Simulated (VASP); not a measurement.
A run of VASP 6.6.1 is set up as follows.

The input POSCAR:

```
Ir
1.0
    0.0000000000      1.9017456999      1.9017456999
    1.9017456999      0.0000000000      1.9017456999
    1.9017456999      1.9017456999      0.0000000000
Ir
1
Direct
    0.0000000000      0.0000000000      0.0000000000
```

INCAR.step1

```
SYSTEM = Ir
PREC = Accurate ; ENCUT = 520
EDIFF = 1E-5 ; ISMEAR = -1
SIGMA = 0.05 ; LREAL = .False.
LASPH = .True. ; NELM = 80
ALGO = Normal ; ISIF = 2
LWAVE = .True. ; LCHARG = .False.
NBANDS = 10 ; GGA = PE
```

INCAR.step2

```
SYSTEM = Ir
PREC = Accurate ; ENCUT = 520
EDIFF = 1E-6 ; ISMEAR = -1
SIGMA = 0.05 ; LREAL = .False.
LASPH = .True. ; NELM = 80
ALGO = Normal ; ISIF = 2
LWAVE = .False. ; LCHARG = .False.
GGA = PS ; LHFCALC = .True.
AEXX = 0.25 ; HFSCREEN = 0.207
PRECFOCK = Normal ; NBANDS = 10
ISTART = 1
```

KPOINTS

```
Automatic mesh
0
Gamma
  6 6 6
  0 0 0
```

Potentials or basis: VASP PAW PBE potentials, release 64 (Ir).

Launch:

```bash
$ cat potpaw_PBE.64/Ir/POTCAR > POTCAR
$ cp INCAR.step1 INCAR
$ mpirun -np 1 vasp_std > vasp.out
$ cp INCAR.step2 INCAR
$ mpirun -np 1 vasp_std > vasp.out
```

(1) Estimate the pressure.

Answers

(1) 3.1 GPa.

Caveat: the k points lie up to 0.48 Å⁻¹ apart; the PAW data sets were made with another functional, which shifts forces and pressure a little.
